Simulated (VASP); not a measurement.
Here is a VASP 6.6.1 calculation.

File POSCAR:

```
Si63Se
1.0
   10.8655790000      0.0000000000      0.0000000000
    0.0000000000     10.8655790000      0.0000000000
    0.0000000000      0.0000000000     10.8655790000
Si Se
63 1
Direct
    0.9997400000      0.0007530000      0.9999700000
    0.9973850000      0.9982380000      0.4974940000
    0.9973520000      0.4982140000      0.9974720000
    0.0006830000      0.5014360000      0.5004870000
    0.4973620000      0.9982180000      0.9975390000
    0.5002570000      0.0020030000      0.5004810000
    0.5002550000      0.5014420000      0.0009390000
    0.1253440000      0.1260590000      0.1255660000
    0.1233010000      0.1239140000      0.6238210000
    0.1232480000      0.6243290000      0.1233800000
    0.1259260000      0.6268350000      0.6261740000
    0.6236780000      0.1239150000      0.1234150000
    0.6260840000      0.1266750000      0.6262590000
    0.6259890000      0.6268200000      0.1261170000
    0.6285170000      0.6291590000      0.6286610000
    0.2499380000      0.2506530000      0.9995520000
    0.2481740000      0.2487890000      0.4990290000
    0.2486480000      0.7498760000      0.0000970000
    0.2484500000      0.7537300000      0.5016250000
    0.7493340000      0.2491830000      0.0001770000
    0.7529880000      0.2490150000      0.5015720000
    0.7497660000      0.7505130000      0.9992550000
    0.7490820000      0.7497870000      0.4968510000
    0.3752870000      0.3762980000      0.1252250000
    0.3653730000      0.3659370000      0.6391200000
    0.3742980000      0.8753880000      0.1249450000
    0.3749390000      0.8780430000      0.6256130000
    0.8744950000      0.3752310000      0.1249710000
    0.8768490000      0.3758920000      0.6256130000
    0.8749880000      0.8759940000      0.1251050000
    0.8736840000      0.8746130000      0.6254330000
    0.2498060000      0.0002570000      0.2499270000
    0.2485440000      0.0013190000      0.7495260000
    0.2481380000      0.5001390000      0.2482870000
    0.2482520000      0.5023440000      0.7527340000
    0.7493250000      0.0013290000      0.2487100000
    0.7496540000      0.0000450000      0.7497960000
    0.7526220000      0.5023590000      0.2483780000
    0.7490360000      0.4978770000      0.7492040000
    0.3751850000      0.1254480000      0.3753630000
    0.3743870000      0.1254160000      0.8749630000
    0.3652590000      0.6398510000      0.3654510000
    0.3749210000      0.6257770000      0.8768820000
    0.8747660000      0.1254090000      0.3745630000
    0.8749870000      0.1252680000      0.8751990000
    0.8766980000      0.6257940000      0.3751030000
    0.8737630000      0.6259250000      0.8739880000
    0.9992990000      0.2507190000      0.2501140000
    0.9999900000      0.2491570000      0.7495190000
    0.9999190000      0.7498820000      0.2487960000
    0.9990030000      0.7505150000      0.7499710000
    0.4988680000      0.2487730000      0.2483450000
    0.5013790000      0.2490670000      0.7531750000
    0.5014350000      0.7537650000      0.2486460000
    0.4966440000      0.7497720000      0.7492350000
    0.1250530000      0.3763330000      0.3754590000
    0.1248930000      0.3751760000      0.8746490000
    0.1248310000      0.8753910000      0.3744440000
    0.1249160000      0.8759880000      0.8752000000
    0.6390400000      0.3659350000      0.3655130000
    0.6254420000      0.3759360000      0.8770670000
    0.6254600000      0.8780540000      0.3751550000
    0.6253280000      0.8745850000      0.8738310000
    0.4957740000      0.4978180000      0.4960650000
```

The input INCAR.step1:

```
SYSTEM = Si63Se
ALGO = Normal
EDIFF = 1E-5
ENCUT = 440
GGA = PE
GGA_COMPAT = .False.
ISMEAR = -1
ISPIN = 2
ISYM = -1
KPAR = 1
LASPH = .True.
LCHARG = .False.
LREAL = Auto
LWAVE = .True.
MAGMOM = 0 0 0 0 0 0 0 0 0 0 0 0 0 0 0.2 0 0 0 0 0 0 0 0 0 0.2 0 0 0 0 0 0 0 0 0 0 0 0 0 0 0 0 0.2 0 0 0 0 0 0 0 0 0 0 0 0 0 0 0 0 0 0.2 0 0 0 0.2
NBANDS = 171
NELECT = 259.0
NELM = 200
PREC = Accurate
SIGMA = 0.05
```

INCAR.step2

```
SYSTEM = Si63Se
ALGO = Normal
EDIFF = 1E-6
ENCUT = 440
GGA_COMPAT = .False.
ISIF = 2
ISMEAR = -1
ISPIN = 2
ISTART = 1
ISYM = -1
KPAR = 1
LASPH = .True.
LCHARG = .False.
LMIXTAU = .True.
LORBIT = 11
LREAL = Auto
LWAVE = .False.
MAGMOM = 0 0 0 0 0 0 0 0 0 0 0 0 0 0 0.2 0 0 0 0 0 0 0 0 0 0.2 0 0 0 0 0 0 0 0 0 0 0 0 0 0 0 0 0.2 0 0 0 0 0 0 0 0 0 0 0 0 0 0 0 0 0 0.2 0 0 0 0.2
METAGGA = R2SCAN
NBANDS = 171
NELECT = 259.0
NELM = 200
PREC = Accurate
SIGMA = 0.05
```

Contents of KPOINTS:

```
explicit points
1
Reciprocal
  0.25000000   0.25000000   0.25000000 1
```

Potentials or basis: VASP PAW PBE potentials, release 64 (Si, Se).

Run with:

```sh
$ cat potpaw_PBE.64/Si/POTCAR potpaw_PBE.64/Se/POTCAR > POTCAR
$ cp INCAR.step1 INCAR
$ mpirun -np 4 vasp_std > vasp.out
$ cp INCAR.step2 INCAR
$ mpirun -np 4 vasp_std > vasp.out
```

**Question.** Estimate the net moment.

**Answer.** 0.00 μB per cell.

**Question.** Estimate the largest force.

**Answer.** 0.093 eV/Å.

Forces in eV/Å, atoms in the order of the input:
```
Si   0.021 -0.025  0.018
Si   0.035 -0.009  0.018
Si   0.032 -0.019  0.029
Si   0.029 -0.030  0.021
Si   0.020 -0.008  0.029
Si   0.025 -0.028  0.022
Si   0.025 -0.031  0.020
Si  -0.015  0.027 -0.014
Si  -0.024  0.022 -0.029
Si  -0.021  0.011 -0.017
Si  -0.020  0.020 -0.017
Si  -0.034  0.023 -0.018
Si  -0.020  0.021 -0.015
Si  -0.020  0.022 -0.015
Si  -0.022  0.038 -0.017
Si  -0.008  0.007  0.023
Si   0.002  0.018  0.051
Si  -0.007  0.009  0.026
Si   0.008 -0.018 -0.037
Si  -0.011  0.017  0.023
Si  -0.029  0.027 -0.030
Si  -0.009  0.003  0.013
Si  -0.011  0.007  0.041
Si   0.007 -0.008 -0.010
Si  -0.045 -0.022  0.051
Si   0.025  0.005 -0.028
Si   0.002 -0.027 -0.022
Si   0.014  0.011 -0.028
Si  -0.003 -0.013 -0.024
Si   0.006 -0.007 -0.024
Si   0.009 -0.004 -0.029
Si  -0.006 -0.017 -0.003
Si   0.005 -0.023 -0.003
Si   0.008  0.013  0.009
Si   0.024 -0.082 -0.022
Si  -0.001 -0.022  0.006
Si  -0.004 -0.026 -0.003
Si  -0.025 -0.081  0.027
Si  -0.002 -0.007  0.000
Si   0.000  0.032 -0.002
Si   0.025  0.012  0.003
Si  -0.027  0.084 -0.029
Si  -0.009  0.020 -0.011
Si   0.003  0.013  0.022
Si   0.003  0.019  0.000
Si  -0.008  0.022 -0.010
Si   0.003  0.007  0.001
Si   0.027  0.005 -0.007
Si   0.026  0.017 -0.012
Si   0.028  0.008 -0.004
Si   0.017  0.005 -0.009
Si   0.056  0.019  0.002
Si  -0.026  0.023 -0.030
Si  -0.033 -0.021  0.008
Si   0.047  0.008 -0.010
Si  -0.015 -0.007  0.008
Si  -0.032  0.013  0.013
Si  -0.032  0.004  0.024
Si  -0.026 -0.004  0.006
Si   0.044 -0.023 -0.043
Si  -0.029 -0.013 -0.005
Si  -0.027 -0.025  0.001
Si  -0.036 -0.004  0.008
Se   0.063 -0.008  0.054
```

Caveat: the cell carries a net charge on a neutralising background, which shifts energy and pressure; the PAW data sets were made with another functional, which shifts forces and pressure a little.
